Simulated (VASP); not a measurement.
# Ir in VASP: notebook, part 2 of 2

VASP 6.6.1. The steps go on from the part before.

## 3. Single point, PBE

File INCAR:

```
PREC = Accurate
ENCUT = 500
EDIFF = 1E-6
ISMEAR = 0
SIGMA = 0.013000000000000001
LREAL = False
LASPH = True
NELM = 120
ALGO = Normal
ISIF = 2
LWAVE = False
LCHARG = False
GGA = PE
NBANDS = 10
GGA_COMPAT = False
```

File KPOINTS:

```
Automatic mesh
0
Gamma
  12 12 12
```

File POSCAR:

```
Ir
1.0
    0.0000000000      1.9156000000      1.9156000000
    1.9156000000      0.0000000000      1.9156000000
    1.9156000000      1.9156000000      0.0000000000
Ir
1
Direct
    0.0000000000      0.0000000000      0.0000000000
```

Potentials or basis: VASP PAW PBE potentials, release 64 (Ir).

On the command line:

```bash
$ cat potpaw_PBE.64/Ir/POTCAR > POTCAR
$ mpirun -np 1 vasp_std > vasp.out
```

OUTCAR:

```text
PREC = Accurate
   ENCUT = 500
   EDIFF = 1E-6
   ISMEAR = 0
   LREAL = False
   LASPH = True
   NELM = 120
   ISIF = 2
   GGA = PE

 ion  position               nearest neighbor table
   1  0.000  0.000  0.000-

  LATTYP: Found a face centered cubic cell.
 ALAT       =     3.8312000000

  Lattice vectors:

 A1 = (   0.0000000000,   1.9156000000,   1.9156000000)
 A2 = (   1.9156000000,   0.0000000000,   1.9156000000)
 A3 = (   1.9156000000,   1.9156000000,   0.0000000000)

Analysis of symmetry for initial positions (statically):
[... 5 lines left out ...]
 face centered cubic supercell.

 Subroutine GETGRP returns: Found 48 space group operations
 (whereof 48 operations were pure point group operations)
 out of a pool of 48 trial point group operations.

The static configuration has the point symmetry O_h .

Analysis of symmetry for dynamics (positions and initial velocities):
[... 5 lines left out ...]
 face centered cubic supercell.

 Subroutine GETGRP returns: Found 48 space group operations
 (whereof 48 operations were pure point group operations)
 out of a pool of 48 trial point group operations.

The dynamic configuration has the point symmetry O_h .

 Subroutine INISYM returns: Found 48 space group operations
 (whereof 48 operations are pure point group operations),
 and found     1 'primitive' translations

----------------------------------------------------------------------------------------

                                     Primitive cell

  volume of cell :      14.0587

  direct lattice vectors                    reciprocal lattice vectors
     0.000000000  1.915600000  1.915600000    -0.261014826  0.261014826  0.261014826
     1.915600000  0.000000000  1.915600000     0.261014826 -0.261014826  0.261014826
     1.915600000  1.915600000  0.000000000     0.261014826  0.261014826 -0.261014826

  length of vectors
     2.709067500  2.709067500  2.709067500     0.452090940  0.452090940  0.452090940

  position of ions in fractional coordinates (direct lattice)
     0.000000000  0.000000000  0.000000000

  ion indices of the primitive-cell ions
   primitive index   ion index
                 1           1

----------------------------------------------------------------------------------------

 KPOINTS: Automatic mesh

Automatic generation of k-mesh.
 Grid dimensions read from file:
 generate k-points for:   12   12   12

 Generating k-lattice:

  Cartesian coordinates                     Fractional coordinates (reciprocal lattice)
    -0.021751235  0.021751235  0.021751235     0.083333333  0.000000000  0.000000000
     0.021751235 -0.021751235  0.021751235     0.000000000  0.083333333  0.000000000
     0.021751235  0.021751235 -0.021751235     0.000000000  0.000000000  0.083333333

  Length of vectors
     0.037674245  0.037674245  0.037674245

  Shift w.r.t. Gamma in fractional coordinates (k-lattice)
     0.000000000  0.000000000  0.000000000

 Subroutine IBZKPT returns following result:
 ===========================================

 Found     72 irreducible k-points:

 Following reciprocal coordinates:
            Coordinates               Weight
  0.000000  0.000000  0.000000      1.000000
  0.083333  0.000000  0.000000      8.000000
  0.166667  0.000000  0.000000      8.000000
  0.250000  0.000000  0.000000      8.000000
  0.333333  0.000000  0.000000      8.000000
  0.416667  0.000000  0.000000      8.000000
[... 16 lines left out ...]
  0.500000  0.166667  0.000000     24.000000
 -0.416667  0.166667  0.000000     24.000000
 [... further k-points ...]
   k-points           NKPTS =     72   k-points in BZ     NKDIM =     72   number of bands    NBANDS=     10
   number of dos      NEDOS =    301   number of ions     NIONS =      1
   total plane-waves  NPLWV =   8000
   dimension x,y,z NGX =    20 NGY =   20 NGZ =   20
   dimension x,y,z NGXF=    40 NGYF=   40 NGZF=   40
   ions per type =               1
   NGX,Y,Z   is equivalent  to a cutoff of  12.27, 12.27, 12.27 a.u.
   NGXF,Y,Z  is equivalent  to a cutoff of  24.55, 24.55, 24.55 a.u.
 SYSTEM =  unknown system
   PREC   = accura    normal or accurate (medium, high low for compatibility)
   ISTART =      0    job   : 0-new  1-cont  2-samecut
   ICHARG =      2    charge: 1-file 2-atom 10-const
   ISPIN  =      1    spin polarized calculation?
   LNONCOLLINEAR =      F non collinear calculations
   LSORBIT =      F    spin-orbit coupling
   LASPH  =      T    aspherical Exc in radial PAW
   ENCUT  =  500.0 eV  36.75 Ry    6.06 a.u.   4.94  4.94  4.94*2*pi/ulx,y,z
   NELM   =    120;   NELMIN=  2; NELMDL= -5     # of ELM steps
   EDIFF  = 0.1E-05   stopping-criterion for ELM
   LREAL  =      F    real-space projection
   EDIFFG = 0.1E-04   stopping-criterion for IOM
   NSW    =      0    number of steps for IOM
   IBRION =     -1    ionic relax: 0-MD 1-quasi-New 2-CG
   NFREE  =      0    steps in history (QN), initial steepest desc. (CG)
   ISIF   =      2    stress and relaxation
   ISYM   =      2    0-nonsym 1-usesym 2-fastsym
   POTIM  = 0.5000    time-step for ionic-motion
   TEBEG  =    0.0;   TEEND  =   0.0 temperature during run
   PSTRESS=    0.0 pullay stress
   NELECT =       9.0000    total number of electrons
   NUPDOWN=      -1.0000    fix difference up-down
   EMIN   =  10.00;   EMAX   =-10.00  energy-range for DOS
   EFERMI =   0.00;   METHOD = LEGACY
   ISMEAR =     0;   SIGMA  =   0.01  broadening in eV -4-tet -1-fermi 0-gaus
   EFERMI_NEDOS =   21; number of points for ismear=-14 and -15
   IALGO  =     38    algorithm
   IMIX   =      4    mixing-type and parameters
     AMIX     =   0.40;   BMIX     =  1.00
     AMIX_MAG =   1.60;   BMIX_MAG =  1.00
  volume/ion in A,a.u.               =      14.06        94.87
  Fermi-wavevector in a.u.,A,eV,Ry     =   1.410937  2.666284 27.085691  1.990742
  Thomas-Fermi vector in A             =   2.532839
   LORBIT       =      0    0 simple, 1 ext, 2 COOP (PROOUT), +10 PAW based schemes
   GGA     = PE    functional components
   LHFCALC =     F    Hartree Fock is set to
   AEXX    =    0.0000 exact exchange contribution
   IVDW    =     0    specifies the selected vdW correction
   LEPSILON=     F    determine dielectric tensor
   LRPA    =     F    only Hartree local field effects (RPA)
 non-spin polarized calculation
 Gauss-broadening in eV      SIGMA  =   0.01
  energy-cutoff  :      500.00
  volume of cell :       14.06
 maximum number of plane-waves:       368
   NGX =  9   NGY =  9   NGZ =  9

 number of electron       9.0000000 magnetization

 Free energy of the ion-electron system (eV)
  ---------------------------------------------------
  ext. energy  EPLUGINS =         0.00000000
  ---------------------------------------------------
  free energy    TOTEN  =        -8.85112912 eV

  energy without entropy =       -8.85101936  energy(sigma->0) =       -8.85107424

 E-fermi :  10.5435     XC(G=0): -14.0263

 val. band max:       10.5300365732   @ k =  -0.3333   0.3333   0.0000
 cond. band min:      10.5485757058   @ k =  -0.2500   0.0833   0.0000
 fundamental gap:      0.0185391325
 Fermi energy:        10.5435447261

 k-point     1 :       0.0000    0.0000    0.0000
  band No.  band energies     occupation
      1      -0.6718      2.00000
      2       6.5916      2.00000
      3       6.5916      2.00000
      4       6.5916      2.00000
      5       9.3047      2.00000
      6       9.3047      2.00000
      7      24.8319      0.00000
      8      30.4508      0.00000
      9      30.4508      0.00000
     10      30.4508      0.00000

 k-point     2 :       0.0833    0.0000    0.0000
  band No.  band energies     occupation
      1      -0.3634      2.00000
      2       6.4311      2.00000
      3       6.7228      2.00000
      4       6.7228      2.00000
      5       9.2231      2.00000
      6       9.2231      2.00000
      7      25.3603      0.00000
      8      29.0035      0.00000
      9      30.9604      0.00000
     10      30.9604      0.00000
[... 274 lines left out ...]
 k-point    24 :      -0.4167    0.1667    0.0000
  band No.  band energies     occupation
      1       3.2988      2.00000
      2       5.7153      2.00000
      3       7.3162      2.00000
      4       7.5012      2.00000
      5      10.9716      0.00000
      6      14.3180      0.00000
      7      17.8204      0.00000
      8      25.8542      0.00000
      9      28.1356      0.00000
     10      30.1620      0.00000

 [... further k-points ...]
[... 5 lines left out ...]
  --------------------------------------------------------------------------------------
  -------------------------------------------------------------------------------------
  Total        1.0297050      1.0297050      1.0297050      0.0000000      0.0000000      0.0000000
  in kB      117.3488715    117.3488715    117.3488715      0.0000000      0.0000000      0.0000000
  external PRESSURE =     117.3488715 kB  Pullay stress =       0.0000000 kB

 VOLUME and BASIS-vectors are now :
 -----------------------------------------------------------------------------
  energy-cutoff  :      500.00
  volume of cell :       14.06
      direct lattice vectors                 reciprocal lattice vectors
     0.000000000  1.915600000  1.915600000    -0.261014826  0.261014826  0.261014826
     1.915600000  0.000000000  1.915600000     0.261014826 -0.261014826  0.261014826
     1.915600000  1.915600000  0.000000000     0.261014826  0.261014826 -0.261014826

 POSITION                                       TOTAL-FORCE (eV/Angst)
 -----------------------------------------------------------------------------------
      0.00000      0.00000      0.00000         0.000000      0.000000      0.000000
 -----------------------------------------------------------------------------------
    total drift:                                0.000000      0.000000      0.000000

  FREE ENERGIE OF THE ION-ELECTRON SYSTEM (eV)
  ---------------------------------------------------
  free  energy   TOTEN  =        -8.8511291222 eV

  energy  without entropy=       -8.8510193585  energy(sigma->0) =       -8.85107424
```

stdout:

```text
POSCAR found type information on POSCAR Ir
 POSCAR found :  1 types and       1 ions
 scaLAPACK will be used
 LDA part: xc-table for (Slater+PW92), standard interpolation
 POSCAR, INCAR and KPOINTS ok, starting setup
 FFT: planning ... GRIDC
 FFT: planning ... GRID_SOFT
 FFT: planning ... GRID
 WAVECAR not read
 entering main loop
```

It took 14 s on 1 thread of Intel Xeon 8259CL, shared host; peak memory 0.13 GiB.

What came out:

```yaml
Free_energy: -8.8511 eV
Pressure: 11.7 GPa
```

Levels at points of the mesh, in eV from the Fermi level:
| k point | band 1 | band 2 | band 3 | band 4 | band 5 | band 6 | band 7 | band 8 | band 9 |
| --- | --- | --- | --- | --- | --- | --- | --- | --- | --- |
| (0.00, 0.00, 0.00) | -11.22 | -3.95 | -3.95 | -3.95 | -1.24 | -1.24 | 14.29 | 19.91 | 19.91 |
| (0.50, 0.00, 0.00) | -8.19 | -4.06 | -4.06 | -0.81 | 0.88 | 0.88 | 7.30 | 13.83 | 19.82 |
| (0.50, 0.50, 0.00) | -8.02 | -7.44 | 0.84 | 1.46 | 1.46 | 1.67 | 10.57 | 11.71 | 11.71 |

Caveat: spin-orbit coupling is left out, which moves the levels of the heavy elements.
